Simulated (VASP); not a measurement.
Write the native input for VASP 6.6.1 that does the following.

```yaml
Task: single point
Functional: r2SCAN
Potentials_or_basis: VASP PAW PBE potentials, release 64 (Ba_sv, Hf_pv, O)
Cutoff: 520 eV
k_mesh: 6 × 6 × 6
Occupations: gaussian, width 0.01 eV
Spin: non-collinear spin, zero start, spin-orbit coupling
Starting_moments: "[[0.0, 0.0, 0.0], [0.0, 0.0, 0.0], [0.0, 0.0, 0.0], [0.0, 0.0, 0.0], [0.0, 0.0, 0.0]] μB"
Dipole_correction: no
Further_INCAR_settings: ALGO = Normal; EDIFF = 1e-06; NBANDS = 53
```

BaHfO3:

```
Ba Hf O
1.0
     4.09352    0.00000    0.00000
     0.00000    4.09352    0.00000
     0.00000    0.00000    4.09352
Ba Hf O
1 1 3
Direct
  0.00000 0.00000 0.00000
  0.50000 0.50000 0.50000
  0.50000 0.50000 0.00000
  0.50000 0.00000 0.50000
  0.00000 0.50000 0.50000
```

This cell differs from its parent crystal: strain -2.0%.

The input as run:

POSCAR

```
BaHfO3
1.0
    4.0935175954      0.0000000000      0.0000000000
    0.0000000000      4.0935175954      0.0000000000
    0.0000000000      0.0000000000      4.0935175954
Ba Hf O
1 1 3
Direct
    0.0000000000      0.0000000000      0.0000000000
    0.5000000000      0.5000000000      0.5000000000
    0.5000000000      0.5000000000      0.0000000000
    0.5000000000      0.0000000000      0.5000000000
    0.0000000000      0.5000000000      0.5000000000
```

INCAR.step1

```
SYSTEM = BaHfO3
  ALGO = Normal
  EDIFF = 1E-4
  ENCUT = 520
  GGA = PE
  GGA_COMPAT = .False.
  ISMEAR = 0
  LASPH = .True.
  LCHARG = .False.
  LMAXMIX = 4
  LNONCOLLINEAR = .True.
  LREAL = .False.
  LSORBIT = .True.
  LWAVE = .True.
  MAGMOM = 0 0 0 0 0 0 0 0 0 0 0 0 0 0 0
  NBANDS = 53
  NELM = 150
  PREC = Accurate
  SIGMA = 0.01
```

INCAR.step2

```
SYSTEM = BaHfO3
  ALGO = Normal
  EDIFF = 1E-6
  ENCUT = 520
  GGA_COMPAT = .False.
  ISIF = 2
  ISMEAR = 0
  ISTART = 1
  LASPH = .True.
  LCHARG = .False.
  LMAXMIX = 4
  LMIXTAU = .True.
  LNONCOLLINEAR = .True.
  LORBIT = 11
  LORBMOM = .True.
  LREAL = .False.
  LSORBIT = .True.
  LWAVE = .False.
  MAGMOM = 0 0 0 0 0 0 0 0 0 0 0 0 0 0 0
  METAGGA = R2SCAN
  NBANDS = 53
  NELM = 150
  PREC = Accurate
  SIGMA = 0.01
```

KPOINTS

```
k-points
0
Gamma
  6 6 6
  0 0 0
```

Potentials or basis: VASP PAW PBE potentials, release 64 (Ba_sv, Hf_pv, O).

Run with:

```console
$ cat potpaw_PBE.64/Ba_sv/POTCAR potpaw_PBE.64/Hf_pv/POTCAR potpaw_PBE.64/O/POTCAR > POTCAR
$ cp INCAR.step1 INCAR
$ mpirun -np 1 vasp_ncl > vasp.out
$ cp INCAR.step2 INCAR
$ mpirun -np 1 vasp_ncl > vasp.out
```

Results of the run:

```yaml
Pressure: 11.3 GPa
Net_moment: 0.00 μB per cell
Valence_electrons_inside_the_program's_atomic_spheres: Ba 7.96; Hf 8.79; O 5.12
```

Caveat: the cell differs from its parent crystal (strain -2.0%); the PAW data sets were made with another functional, which shifts forces and pressure a little.

It took 16 min on 1 thread of Oxide Virtual Turin-like Processor (shared host), peak memory 0.35 GiB.
